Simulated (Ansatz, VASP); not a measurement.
**Two plane-wave programs on WS**

```
W S
1.0
     1.51508    0.87473    4.06400
    -1.51508    0.87473    4.06400
     0.00000   -1.74946    4.06400
W S
1 1
Direct
  0.97604 0.97604 0.97604
  0.77316 0.77316 0.77316
```

Change from the starting cell: the structure that the rattled zinc blende type (F-43m, No. 216) fell into.

Alike in both runs: task single point; functional PBE; k mesh 6 × 6 × 6; occupations gaussian, width 0.1 eV; collinear spin.

|  | VASP | Ansatz |
| --- | --- | --- |
| version | VASP 6.6.1 | Ansatz 0.2.0 |
| potentials or method | VASP PAW PBE potentials, release 64 (W_sv, S), cutoff 520 eV | scalar-relativistic, plane waves, PAW |
| valence electrons in the cell | 20 | 20 |

```tsv
	VASP	Ansatz	Ansatz less VASP
gap on the k mesh at the Fermi level (eV)	none	none	-
pressure (GPa)	-0.1	-0.2	-0.11
traceless stress, the component that is largest in VASP (GPa)	0.62	0.43	-0.183
rms of the force components (eV/Å)	0.009	0.010	+0.0010
net moment per atom (μB)	0.00	0.00	0.000
```

Atom by atom the forces differ by 0.001 eV/Å (rms over components). A gap of «none» marks a metal or a gap that the smearing closes. Ansatz's warnings: no starting moments.

The k mesh is coarse, so the values compare programs but aren't converged. Spin-orbit coupling is off throughout.
